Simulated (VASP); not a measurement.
The system is PbS.

```xyz
2
Lattice="2.1127 1.2197 3.4519 -2.1127 1.2197 3.4519 0.0000 -2.4395 3.4519" Properties=species:S:1:pos:R:3 pbc="T T T"
Pb    0.0000    0.0000   10.1545
S     0.0000    0.0000    4.9193
```

- Program: VASP 6.6.1
- Task: relaxation of cell and atoms
- Functional: PBEsol
- Dispersion: D3(BJ)
- Potentials or basis: VASP PAW PBE potentials, release 64 (Pb_d, S)
- Cutoff: 600 eV
- k mesh: 8 × 8 × 8
- Occupations: fermi-dirac, width 0.05 eV
- Spin: no spin polarisation

At the start: pressure -4.0 GPa; volume 26.69 Å³/atom.

**Question.** Where does the relaxation end?

**Answer.** Over 7 steps the energy falls by 25.5 meV/atom and the volume is 24.80 Å³/atom (-7.1 %); space group Fm-3m (No. 225, to 0.05 Å).

The path:
| step | energy change (eV) | largest force (eV/Å) | pressure (GPa) | volume (Å³) |
| --- | --- | --- | --- | --- |
| 1 | 0.0000 | 0.0072 | -4.01 | 53.37 |
| 2 | -0.0435 | 0.0632 | 1.68 | 48.38 |
| 3 | -0.0498 | 0.0468 | 0.01 | 49.61 |
| 4 | -0.0498 | 0.0459 | -0.08 | 49.69 |
| 5 | -0.0500 | 0.0417 | -0.09 | 49.68 |
| 6 | -0.0505 | 0.0299 | -0.07 | 49.65 |
| 7 | -0.0510 | 0.0099 | -0.03 | 49.61 |

Final structure:
```yaml
crystal:
  lattice:
    - [2.06186, 1.19041, 3.36856]
    - [-2.06186, 1.19041, 3.36856]
    - [0.00000, -2.38083, 3.36856]
  atoms:
    - { symbol: Pb, position: [0.97848, 0.97848, 0.97848] }
    - { symbol: S, position: [0.47712, 0.47712, 0.47712] }
```

Caveat: the PAW data sets were made with another functional, which shifts forces and pressure a little.
